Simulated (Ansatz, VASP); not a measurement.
## One calculation of CuI, two programs

```xyz
2
Lattice="0.0000 2.9905 2.9905 2.9905 0.0000 2.9905 2.9905 2.9905 0.0000" Properties=species:S:1:pos:R:3 pbc="T T T"
Cu    4.4858    4.4858    4.4858
I     0.0000    0.0000    0.0000
```

Change from the starting cell: volume scaled by 0.96, PAW files.

Alike in both runs: task electric field gradients; functional PBE; k mesh 9 × 9 × 9; occupations fermi-dirac, width 0.03 eV; no spin polarisation.

```csv
,VASP,Ansatz
version,VASP 6.6.1,Ansatz 0.2.0
potentials or method,"VASP PAW PBE potentials, release 64 (Cu, I)","PAW with Ansatz's default frozen-core files, scalar-relativistic"
plane-wave cutoff (eV),520,420
valence electrons in the cell,18,36
```

|  | VASP | Ansatz | Ansatz less VASP |
| --- | --- | --- | --- |
| gap on the k mesh at the Fermi level (eV) | 1.26 | 1.23 | -0.024 |
| pressure (GPa) | 2.2 | 2.2 | -0.05 |

VASP's potentials hold 18 valence electrons a cell and Ansatz's 36, so a difference there can come from the potentials and not from the codes.

Neither program's run includes spin-orbit coupling.
